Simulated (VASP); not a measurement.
# Si (Imma) in VASP: notebook

The runs below take Si through electric field gradients, with LDA.

Program: VASP 6.6.1. These are calculated values, not measurements. Logs are shortened: lines on timing, memory, paths and dates and some standing lists are left out, and cuts for length are marked.

**1. The cell of the first run**

It takes space group Imma (No. 74, orthorhombic). Conventional cell: a = 4.502 Å, b = 4.737 Å, c = 2.550 Å, α = 90.00°, β = 90.00°, γ = 90.00°. Within 3.3 Å of Si (site symmetry mm2) lie 10 Si at 2.39 to 3.27 Å.

**2. Electric field gradients, LDA**

INCAR

```
SYSTEM = Si
PREC = Accurate
ENCUT = 520
EDIFF = 1E-8
ISMEAR = -1
SIGMA = 0.05
LREAL = .FALSE.
LASPH = .TRUE.
NELM = 60
ALGO = Normal
ISIF = 2
LWAVE = .FALSE.
LCHARG = .FALSE.
GGA = CA
LEFG = .TRUE.
NBANDS = 11
```

KPOINTS

```
regular mesh
0
G
  16 16 16
  0 0 0
```

POSCAR

```
Si
1.0
   -2.2510000000      2.3685000000      1.2750000000
    2.2510000000     -2.3685000000      1.2750000000
    2.2510000000      2.3685000000     -1.2750000000
Si
2
Direct
    0.8070000000      0.5570000000      0.2500000000
    0.1930000000      0.4430000000      0.7500000000
```

Potentials or basis: VASP PAW LDA potentials, release 64 (Si).

Started as:

```console
$ cat potpaw_LDA.64/Si/POTCAR > POTCAR
$ mpirun -np 1 vasp_std > vasp.out
```

OUTCAR:

```text
SYSTEM = Si
   PREC = Accurate
   ENCUT = 520
   EDIFF = 1E-8
   ISMEAR = -1
   LREAL = .FALSE.
   LASPH = .TRUE.
   NELM = 60
   ISIF = 2
   GGA = CA

 ion  position               nearest neighbor table
   1  0.807  0.557  0.250-   2 2.39   2 2.39   2 2.46   2 2.46   2 2.74   2 2.74
   2  0.193  0.443  0.750-   1 2.39   1 2.39   1 2.46   1 2.46   1 2.74   1 2.74

  LATTYP: Found a body centered orthorhombic cell.
 ALAT       =     2.5500000000
 B/A-ratio  =     1.7654901961
 C/A-ratio  =     1.8576470588

  Lattice vectors:

 A1 = (   2.2510000000,  -2.3685000000,   1.2750000000)
 A2 = (  -2.2510000000,  -2.3685000000,  -1.2750000000)
 A3 = (   2.2510000000,   2.3685000000,  -1.2750000000)

Analysis of symmetry for initial positions (statically):
=====================================================================
 Subroutine PRICEL returns:
 Original cell was already a primitive cell.

 Routine SETGRP: Setting up the symmetry group for a
 body centered orthorhombic supercell.

 Subroutine GETGRP returns: Found  8 space group operations
 (whereof  4 operations were pure point group operations)
 out of a pool of  8 trial point group operations.

The static configuration has the point symmetry C_2h.
 The point group associated with its full space group is D_2h.

Analysis of symmetry for dynamics (positions and initial velocities):
=====================================================================
 Subroutine PRICEL returns:
 Original cell was already a primitive cell.

 Routine SETGRP: Setting up the symmetry group for a
 body centered orthorhombic supercell.

 Subroutine GETGRP returns: Found  8 space group operations
 (whereof  4 operations were pure point group operations)
 out of a pool of  8 trial point group operations.

The dynamic configuration has the point symmetry C_2h.
 The point group associated with its full space group is D_2h.

 Subroutine INISYM returns: Found  8 space group operations
 (whereof  4 operations are pure point group operations),
 and found     1 'primitive' translations

----------------------------------------------------------------------------------------

                                     Primitive cell

  volume of cell :      27.1906

  direct lattice vectors                    reciprocal lattice vectors
    -2.251000000  2.368500000  1.275000000     0.000000000  0.211104074  0.392156863
     2.251000000 -2.368500000  1.275000000     0.222123501  0.000000000  0.392156863
     2.251000000  2.368500000 -1.275000000     0.222123501  0.211104074  0.000000000

  length of vectors
     3.507480328  3.507480328  3.507480328     0.445367191  0.450694857  0.306437236

  position of ions in fractional coordinates (direct lattice)
     0.807000000  0.557000000  0.250000000
     0.193000000  0.443000000  0.750000000

  ion indices of the primitive-cell ions
   primitive index   ion index
                 1           1
                 2           2

----------------------------------------------------------------------------------------

 KPOINTS: regular mesh

Automatic generation of k-mesh.
 Grid dimensions read from file:
 generate k-points for:   16   16   16

 Generating k-lattice:

  Cartesian coordinates                     Fractional coordinates (reciprocal lattice)
     0.000000000  0.013194005  0.024509804     0.062500000  0.000000000  0.000000000
     0.013882719  0.000000000  0.024509804    -0.000000000  0.062500000  0.000000000
     0.013882719  0.013194005  0.000000000    -0.000000000  0.000000000  0.062500000

  Length of vectors
     0.027835449  0.028168429  0.019152327

  Shift w.r.t. Gamma in fractional coordinates (k-lattice)
     0.000000000  0.000000000  0.000000000

 Subroutine IBZKPT returns following result:
 ===========================================

 Found    621 irreducible k-points:

 Following reciprocal coordinates:
            Coordinates               Weight
  0.000000  0.000000  0.000000      1.000000
  0.062500  0.000000  0.000000      4.000000
  0.125000  0.000000  0.000000      4.000000
  0.187500  0.000000  0.000000      4.000000
  0.250000  0.000000  0.000000      4.000000
  0.312500 -0.000000  0.000000      4.000000
[... 16 lines left out ...]
 -0.187500  0.062500  0.000000      8.000000
 -0.125000  0.062500  0.000000      8.000000
 [... further k-points ...]
   k-points           NKPTS =    621   k-points in BZ     NKDIM =    621   number of bands    NBANDS=     11
   number of dos      NEDOS =    301   number of ions     NIONS =      2
   total plane-waves  NPLWV =  21952
   dimension x,y,z NGX =    28 NGY =   28 NGZ =   28
   dimension x,y,z NGXF=    56 NGYF=   56 NGZF=   56
   ions per type =               2
   NGX,Y,Z   is equivalent  to a cutoff of  13.27, 13.27, 13.27 a.u.
   NGXF,Y,Z  is equivalent  to a cutoff of  26.54, 26.54, 26.54 a.u.
 SYSTEM =  Si
   PREC   = accura    normal or accurate (medium, high low for compatibility)
   ISTART =      0    job   : 0-new  1-cont  2-samecut
   ICHARG =      2    charge: 1-file 2-atom 10-const
   ISPIN  =      1    spin polarized calculation?
   LNONCOLLINEAR =      F non collinear calculations
   LSORBIT =      F    spin-orbit coupling
   LASPH  =      T    aspherical Exc in radial PAW
   ENCUT  =  520.0 eV  38.22 Ry    6.18 a.u.   6.52  6.52  6.52*2*pi/ulx,y,z
   NELM   =     60;   NELMIN=  2; NELMDL= -5     # of ELM steps
   EDIFF  = 0.1E-07   stopping-criterion for ELM
   LREAL  =      F    real-space projection
   EDIFFG = 0.1E-06   stopping-criterion for IOM
   NSW    =      0    number of steps for IOM
   IBRION =     -1    ionic relax: 0-MD 1-quasi-New 2-CG
   NFREE  =      0    steps in history (QN), initial steepest desc. (CG)
   ISIF   =      2    stress and relaxation
   ISYM   =      2    0-nonsym 1-usesym 2-fastsym
   POTIM  = 0.5000    time-step for ionic-motion
   TEBEG  =    0.0;   TEEND  =   0.0 temperature during run
   PSTRESS=    0.0 pullay stress
   NELECT =       8.0000    total number of electrons
   NUPDOWN=      -1.0000    fix difference up-down
   EMIN   =  10.00;   EMAX   =-10.00  energy-range for DOS
   EFERMI =   0.00;   METHOD = LEGACY
   ISMEAR =    -1;   SIGMA  =   0.05  broadening in eV -4-tet -1-fermi 0-gaus
   EFERMI_NEDOS =   21; number of points for ismear=-14 and -15
   IALGO  =     38    algorithm
   IMIX   =      4    mixing-type and parameters
     AMIX     =   0.40;   BMIX     =  1.00
     AMIX_MAG =   1.60;   BMIX_MAG =  1.00
  volume/ion in A,a.u.               =      13.60        91.75
  Fermi-wavevector in a.u.,A,eV,Ry     =   1.088843  2.057614 16.130773  1.185578
  Thomas-Fermi vector in A             =   2.225033
   LORBIT       =      0    0 simple, 1 ext, 2 COOP (PROOUT), +10 PAW based schemes
   GGA     = CA    functional components
   LHFCALC =     F    Hartree Fock is set to
   AEXX    =    0.0000 exact exchange contribution
   IVDW    =     0    specifies the selected vdW correction
   LEPSILON=     F    determine dielectric tensor
   LRPA    =     F    only Hartree local field effects (RPA)
 non-spin polarized calculation
  energy-cutoff  :      520.00
  volume of cell :       27.19
 maximum number of plane-waves:       761
 NGX is ok and might be reduce to    28
   NGX = 13   NGY = 13   NGZ = 13

 number of electron       8.0000000 magnetization

 Free energy of the ion-electron system (eV)
  ---------------------------------------------------
  ext. energy  EPLUGINS =         0.00000000
  ---------------------------------------------------
  free energy    TOTEN  =       -11.41855518 eV

  energy without entropy =      -11.41248992  energy(sigma->0) =      -11.41552255

 E-fermi :  10.6561     XC(G=0): -11.4535

 val. band max:       10.6503069624   @ k =   0.5000   0.4375   0.0000
 cond. band min:      10.6600302444   @ k =  -0.1875  -0.0625   0.0625
 fundamental gap:      0.0097232819
 Fermi energy:        10.6561401737

 k-point     1 :       0.0000    0.0000    0.0000
  band No.  band energies     occupation
      1      -4.0937      2.00000
      2       7.7079      2.00000
      3       8.1960      2.00000
      4       8.9675      2.00000
      5      11.7913      0.00000
      6      18.4397      0.00000
      7      19.7200      0.00000
      8      20.5831      0.00000
      9      21.1418      0.00000
     10      21.2801      0.00000
     11      22.6527      0.00000
[... 309 lines left out ...]
 k-point    24 :      -0.1250    0.0625    0.0000
  band No.  band energies     occupation
      1      -3.8795      2.00000
      2       6.5785      2.00000
      3       7.9265      2.00000
      4      10.1377      1.99994
      5      12.7480      0.00000
      6      16.6004      0.00000
      7      18.7960      0.00000
      8      20.0020      0.00000
      9      20.5538      0.00000
     10      21.6476      0.00000
     11      23.0969      0.00000

 [... further k-points ...]
[... 5 lines left out ...]
  --------------------------------------------------------------------------------------
  -------------------------------------------------------------------------------------
  Total        1.7189499      2.1089496      1.7505020      0.0000000      0.0000000      0.0000000
  in kB      101.2872390    124.2675442    103.1464120      0.0000000      0.0000000      0.0000000
  external PRESSURE =     109.5670650 kB  Pullay stress =       0.0000000 kB

 VOLUME and BASIS-vectors are now :
 -----------------------------------------------------------------------------
  energy-cutoff  :      520.00
  volume of cell :       27.19
      direct lattice vectors                 reciprocal lattice vectors
    -2.251000000  2.368500000  1.275000000     0.000000000  0.211104074  0.392156863
     2.251000000 -2.368500000  1.275000000     0.222123501  0.000000000  0.392156863
     2.251000000  2.368500000 -1.275000000     0.222123501  0.211104074  0.000000000

 POSITION                                       TOTAL-FORCE (eV/Angst)
 -----------------------------------------------------------------------------------
     -0.00000      1.18425      1.42035        -0.000000     -0.000000      0.015220
      2.25100      1.18425     -0.14535         0.000000      0.000000     -0.015220
 -----------------------------------------------------------------------------------
    total drift:                                0.000000     -0.000000     -0.000000

  FREE ENERGIE OF THE ION-ELECTRON SYSTEM (eV)
  ---------------------------------------------------
  free  energy   TOTEN  =       -11.4185551796 eV

  energy  without entropy=      -11.4124899222  energy(sigma->0) =      -11.41552255

 Electric field gradients (V/A^2)
---------------------------------------------------------------------
 ion       V_xx      V_yy      V_zz      V_xy      V_xz      V_yz
---------------------------------------------------------------------
   1      10.007   -26.605    16.597    -0.000    -0.000    -0.000
   2      10.007   -26.605    16.597    -0.000    -0.000    -0.000
---------------------------------------------------------------------

 Electric field gradients after diagonalization (V/A^2)
 (convention: |V_zz| > |V_xx| > |V_yy|)
----------------------------------------------------------------------
 ion       V_xx      V_yy      V_zz     asymmetry (V_yy - V_xx)/ V_zz
----------------------------------------------------------------------
   1      16.597    10.007   -26.605       0.248
   2      16.597    10.007   -26.605       0.248
----------------------------------------------------------------------

           NMR quadrupolar parameters

 Cq : quadrupolar parameter    Cq=e*Q*V_zz/h
 eta: asymmetry parameters     (V_yy - V_xx)/ V_zz
 Q  : nuclear electric quadrupole moment in mb (millibarn)
----------------------------------------------------------------------
 ion       Cq(MHz)       eta       Q (mb)
----------------------------------------------------------------------
   1      -0.064       0.248       1.000
   2      -0.064       0.248       1.000
----------------------------------------------------------------------
```

Run time: 3.4 min. Hardware: 1 thread of Intel Xeon 8259CL, shared host; peak memory 0.25 GiB.

What came out:

| Property | Result |
| --- | --- |
| Free energy | -11.4186 eV |
| Pressure | 11.0 GPa |
| Largest force | 0.015 eV/Å |
| Band gap on the k mesh | zero (bands 4 and 5 overlap by 7.38 eV) |
| Largest electric field gradient by atom | Si -26.6 V/Å² |

Forces on the atoms (eV/Å):
```
Si   0.000  0.000  0.015
Si   0.000  0.000 -0.015
```

Levels at points of the mesh, in eV from the Fermi level:
| k point | band 2 | band 3 | band 4 | band 5 | band 6 | band 7 |
| --- | --- | --- | --- | --- | --- | --- |
| (0.00, 0.00, 0.00) | -2.95 | -2.46 | -1.69 | 1.14 | 7.78 | 9.06 |
| (0.50, 0.00, 0.00) | -7.59 | -1.79 | -1.34 | -1.31 | 0.08 | 4.83 |
| (0.00, 0.50, 0.00) | -7.26 | -2.80 | -2.18 | -1.44 | 1.12 | 5.16 |
| (0.50, 0.50, 0.00) | -11.41 | 0.15 | 0.15 | 2.93 | 2.93 | 8.63 |
| (0.50, 0.50, 0.50) | -8.15 | -7.63 | -7.35 | 5.72 | 6.54 | 14.06 |

Electric field gradients, principal values (V/Å²):
```csv
atom,least,middle,greatest (by size)
1 Si,10.007,16.597,-26.605
2 Si,10.007,16.597,-26.605
```

Caveat: the cell stands under pressure; without QUAD_EFG the Cq values of the log hold for a quadrupole moment of 1 mb, not for the nuclei.

**3. Electric field gradients, LDA (13.94 Å³/atom)**

This run uses another cell than the first one, of 13.94 Å³/atom.

INCAR

```
SYSTEM = Si
PREC     = Accurate       ! precision mode
ENCUT    = 520            ! plane-wave cutoff, eV
EDIFF    = 1E-8           ! SCF threshold, eV
ISMEAR   = -1             ! smearing method
SIGMA    = 0.05           ! smearing width, eV
LREAL    = .False.        ! projectors in reciprocal space
LASPH    = .True.         ! aspherical terms in the spheres
NELM     = 80             ! most SCF steps
ALGO     = Normal         ! electronic algorithm
ISIF     = 2              ! what is computed and relaxed
LWAVE    = .False.        ! write WAVECAR
LCHARG   = .False.        ! write CHGCAR
GGA      = CA             ! functional
LEFG     = .True.       
NBANDS   = 11             ! bands
```

KPOINTS

```
Automatic mesh
0
Gamma
  16 16 16
  0 0 0
```

POSCAR

```
Si
1.0
   -2.2696041495      2.3880752679      1.2855376680
    2.2696041495     -2.3880752679      1.2855376680
    2.2696041495      2.3880752679     -1.2855376680
Si
2
Direct
    0.8070000000      0.5570000000      0.2500000000
    0.1930000000      0.4430000000      0.7500000000
```

Potentials or basis: VASP PAW LDA potentials, release 64 (Si).

Started as:

```console
$ cat potpaw_LDA.64/Si/POTCAR > POTCAR
$ mpirun -np 1 vasp_std > vasp.out
```

OUTCAR:

```text
SYSTEM = Si
   PREC = Accurate
   ENCUT = 520
   EDIFF = 1E-8
   ISMEAR = -1
   LREAL = .False.
   LASPH = .True.
   NELM = 80
   ISIF = 2
   GGA = CA

 ion  position               nearest neighbor table
   1  0.807  0.557  0.250-   2 2.41   2 2.41   2 2.48   2 2.48   2 2.76   2 2.76
   2  0.193  0.443  0.750-   1 2.41   1 2.41   1 2.48   1 2.48   1 2.76   1 2.76

  LATTYP: Found a body centered orthorhombic cell.
 ALAT       =     2.5710753360
 B/A-ratio  =     1.7654901960
 C/A-ratio  =     1.8576470588

  Lattice vectors:

 A1 = (   2.2696041495,  -2.3880752679,   1.2855376680)
 A2 = (  -2.2696041495,  -2.3880752679,  -1.2855376680)
 A3 = (   2.2696041495,   2.3880752679,  -1.2855376680)

Analysis of symmetry for initial positions (statically):
=====================================================================
 Subroutine PRICEL returns:
 Original cell was already a primitive cell.

 Routine SETGRP: Setting up the symmetry group for a
[... 529 lines left out ...]
    -2.269604150  2.388075268  1.285537668     0.000000000  0.209373635  0.388942318
     2.269604150 -2.388075268  1.285537668     0.220302734  0.000000000  0.388942318
     2.269604150  2.388075268 -1.285537668     0.220302734  0.209373635  0.000000000

 POSITION                                       TOTAL-FORCE (eV/Angst)
 -----------------------------------------------------------------------------------
      0.00000      1.19404      1.43209         0.000000     -0.000000      0.036125
      2.26960      1.19404     -0.14655        -0.000000      0.000000     -0.036125
 -----------------------------------------------------------------------------------
    total drift:                                0.000000     -0.000000     -0.000000

  FREE ENERGIE OF THE ION-ELECTRON SYSTEM (eV)
  ---------------------------------------------------
  free  energy   TOTEN  =       -11.4568110676 eV

  energy  without entropy=      -11.4507121019  energy(sigma->0) =      -11.45376158

 Electric field gradients (V/A^2)
---------------------------------------------------------------------
 ion       V_xx      V_yy      V_zz      V_xy      V_xz      V_yz
---------------------------------------------------------------------
   1       9.670   -25.956    16.286    -0.000    -0.000    -0.000
   2       9.670   -25.956    16.286    -0.000    -0.000    -0.000
---------------------------------------------------------------------

 Electric field gradients after diagonalization (V/A^2)
 (convention: |V_zz| > |V_xx| > |V_yy|)
----------------------------------------------------------------------
 ion       V_xx      V_yy      V_zz     asymmetry (V_yy - V_xx)/ V_zz
----------------------------------------------------------------------
   1      16.286     9.670   -25.956       0.255
   2      16.286     9.670   -25.956       0.255
----------------------------------------------------------------------

           NMR quadrupolar parameters

 Cq : quadrupolar parameter    Cq=e*Q*V_zz/h
 eta: asymmetry parameters     (V_yy - V_xx)/ V_zz
 Q  : nuclear electric quadrupole moment in mb (millibarn)
----------------------------------------------------------------------
 ion       Cq(MHz)       eta       Q (mb)
----------------------------------------------------------------------
   1      -0.063       0.255       1.000
   2      -0.063       0.255       1.000
----------------------------------------------------------------------
```

It took 3.8 min on 1 thread of Intel Xeon 8259CL, shared host; peak memory 0.25 GiB.

Results:

- Free energy: -11.4568 eV
- Pressure: 7.1 GPa
- Largest force: 0.036 eV/Å
- Band gap on the k mesh: zero (bands 4 and 5 overlap by 7.21 eV)
- Largest electric field gradient by atom: Si -26.0 V/Å²

Forces in eV/Å, atoms in the order of the input:
```
Si   0.000  0.000  0.036
Si   0.000  0.000 -0.036
```

Stress tensor (GPa, compression positive):
```
6.44 0.00 0.00
0.00 8.19 0.00
0.00 0.00 6.70
```

Levels at points of the mesh, in eV from the Fermi level:
```csv
k point,band 2,band 3,band 4,band 5,band 6,band 7
"(0.00, 0.00, 0.00)",-2.89,-2.41,-1.77,1.25,7.75,8.87
"(0.50, 0.00, 0.00)",-7.46,-1.77,-1.34,-1.29,0.15,4.72
"(0.00, 0.50, 0.00)",-7.10,-2.74,-2.14,-1.52,1.23,5.04
"(0.50, 0.50, 0.00)",-11.23,0.17,0.17,2.88,2.88,8.46
"(0.50, 0.50, 0.50)",-8.08,-7.46,-7.18,5.61,6.51,13.71
```

Electric field gradients, principal values (V/Å²):
```csv
atom,least,middle,greatest (by size)
1 Si,9.670,16.286,-25.956
2 Si,9.670,16.286,-25.956
```

Caveat: the cell stands under pressure; without QUAD_EFG the Cq values of the log hold for a quadrupole moment of 1 mb, not for the nuclei.

(Continued in part 2 of 2.)
